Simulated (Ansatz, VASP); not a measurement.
## BN: VASP beside Ansatz

```
B N
1.0
     4.33230    0.00000    0.00000
     0.00000    4.33230    0.00000
     0.00000    0.00000    2.46190
B N
4 4
Cartesian
  0.7544 3.5779 1.2309
  1.4118 1.4118 0.0000
  2.9205 2.9205 0.0000
  3.5779 0.7544 1.2309
  3.5195 3.5195 1.2309
  1.3534 2.9789 0.0000
  2.9789 1.3534 0.0000
  0.8128 0.8128 1.2309
```

Alike in both runs: task single point; functional PBEsol; k mesh 6 × 6 × 10; occupations gaussian, width 0.05 eV; no spin polarisation.

|  | VASP | Ansatz |
| --- | --- | --- |
| version | VASP 6.6.1 | Ansatz 0.2.0 |
| potentials or method | VASP PAW PBE potentials, release 64 (B, N), cutoff 520 eV | scalar-relativistic, plane waves, PAW |
| valence electrons in the cell | 32 | 32 |

|  | VASP | Ansatz | Ansatz less VASP |
| --- | --- | --- | --- |
| gap on the k mesh at the Fermi level (eV) | 4.55 | 4.57 | +0.016 |
| least direct gap on the mesh (eV) | 5.77 | 5.78 | +0.016 |
| pressure (GPa) | 26.3 | 25.3 | -0.99 |
| traceless stress, the component that is largest in VASP (GPa) | 12.43 | 12.25 | -0.178 |
| rms of the force components (eV/Å) | 0.071 | 0.070 | -0.0006 |

VASP's potentials were made for PBE, not for PBEsol, and Ansatz warns of the same on its side. Atom by atom the forces differ by 0.002 eV/Å (rms over components).
